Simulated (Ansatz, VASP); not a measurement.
# Ga2AsP: VASP beside Ansatz

```
Ga P As
1.0
     3.96533    0.00000    0.00000
     0.00000    4.13003    0.00000
     0.00000    0.00000   28.61448
Ga P As
2 1 1
Direct
  0.00000 0.50000 0.30168
  0.50000 0.00000 0.29754
  0.00000 0.00000 0.35007
  0.50000 0.50000 0.24395
```

Alike in both runs: functional PBE; k mesh 4 × 4 × 1; occupations gaussian, width 0.1 eV; no spin polarisation.

Ansatz relaxed the structure, and its values are those at the end. VASP's run is a single point on that final structure, the one shown.

|  | VASP | Ansatz |
| --- | --- | --- |
| version | VASP 6.6.1 | Ansatz 0.2.0 |
| potentials or method | VASP PAW PBE potentials, release 64 (Ga_d, P, As), cutoff 520 eV | scalar-relativistic, plane waves, PAW |
| valence electrons in the cell | 36 | 46 |

```csv
,VASP,Ansatz,Ansatz less VASP
gap on the k mesh at the Fermi level (eV),0.14,0.14,+0.003
least direct gap on the mesh (eV),0.37,0.37,0.000
rms of the force components (eV/Å),0.018,0.017,-0.0011
```

With one functional, cell and mesh, what is left measures potentials, basis and numerics. VASP's potentials hold 36 valence electrons a cell and Ansatz's 46, so a difference there can come from the potentials and not from the codes. Ansatz's warnings: slab cell height set.
